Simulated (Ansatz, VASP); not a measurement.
**Two plane-wave programs on Li**

```xyz
3
Lattice="4.9612 0.0000 0.0000 -2.4806 4.2965 0.0000 0.0000 0.0000 3.0412" Properties=species:S:1:pos:R:3 pbc="T T T"
Li    0.0000    0.0000    0.0000
Li    0.0000    2.8644    1.5206
Li    2.4806    1.4322    1.5206
```

Alike in both runs: task relaxation of cell and atoms; functional BLYP; k mesh 7 × 7 × 10; occupations fermi-dirac, width 0.1 eV; no spin polarisation.

```csv
,VASP,Ansatz
version,VASP 6.6.1,Ansatz 0.2.0
potentials or method,"VASP PAW PBE potentials, release 64 (Li_sv), cutoff 600 eV","plane waves (420 eV) with PAW, scalar-relativistic"
valence electrons in the cell,9,9
```

Ansatz gave:

- relaxed volume (Å³/atom): 20.03
- relaxed cell length with the largest relative difference (Å): 4.913

Estimate VASP's values.

relaxed volume (Å³/atom): 19.82; relaxed cell length with the largest relative difference (Å): 4.889.

VASP's potentials were made for PBE, not for BLYP.

Noted on VASP's run: the cutoff is short for stress, so the pressure is rough.
